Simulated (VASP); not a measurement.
Wanted: the native input for a VASP 6.6.1 run.

```yaml
Task: single point
Functional: vdW-DF-cx
Potentials_or_basis: VASP PAW PBE potentials, release 64 (Bi_d, Se)
Cutoff: 320 eV
k_mesh: 6 × 6 × 6
Occupations: gaussian, width 0.03 eV
Spin: no spin polarisation
Tolerance_level: screening
Purpose: levels
Further_INCAR_settings: ADDGRID = False; ALGO = Normal; EDIFF = 1e-06; NBANDS = 37
```

The structure of Bi2Se3 lies in POSCAR:

```
Bi2Se3
1.0
    2.0715000000      1.1959810826      9.5453333333
   -2.0715000000      1.1959810826      9.5453333333
    0.0000000000     -2.3919621653      9.5453333333
Bi Se
2 3
Direct
    0.5992000000      0.5992000000      0.5992000000
    0.4008000000      0.4008000000      0.4008000000
    0.7883000000      0.7883000000      0.7883000000
    0.2117000000      0.2117000000      0.2117000000
    0.0000000000      0.0000000000      0.0000000000
```

These files were run (other wordings do the same):

INCAR

```
  GGA = CX
  LUSE_VDW = T
  AGGAC = 0.0
  ISMEAR = 0
  SIGMA = 0.03
  LWAVE = F
  LCHARG = F
  ISIF = 2
  PREC = Accurate
  LASPH = T
  LREAL = F
  ALGO = Normal
  EDIFF = 1E-6
  NELM = 120
  GGA_COMPAT = F
  ENCUT = 320
  EFERMI = MIDGAP
  KPAR = 4
  NBANDS = 37
  ADDGRID = F
```

KPOINTS

```
Automatic mesh
0
Gamma
  6 6 6
  0 0 0
```

Potentials or basis: VASP PAW PBE potentials, release 64 (Bi_d, Se).

The run is started by

```sh
$ cat potpaw_PBE.64/Bi_d/POTCAR potpaw_PBE.64/Se/POTCAR > POTCAR
$ mpirun -np 4 vasp_std > vasp.out
```

Results of the run:

```
Pressure               : 0.0 GPa
Largest force          : 0.229 eV/Å
Band gap on the k mesh : 0.17 eV
```

Caveat: the PAW data sets were made with another functional, which shifts forces and pressure a little; spin-orbit coupling is left out, which moves the levels of the heavy elements.

It took 5.4 min on 4 MPI ranks on Intel(R) Xeon(R) 6975P-C (Granite Rapids), with other jobs on the host, peak memory 1.5 GiB a rank.
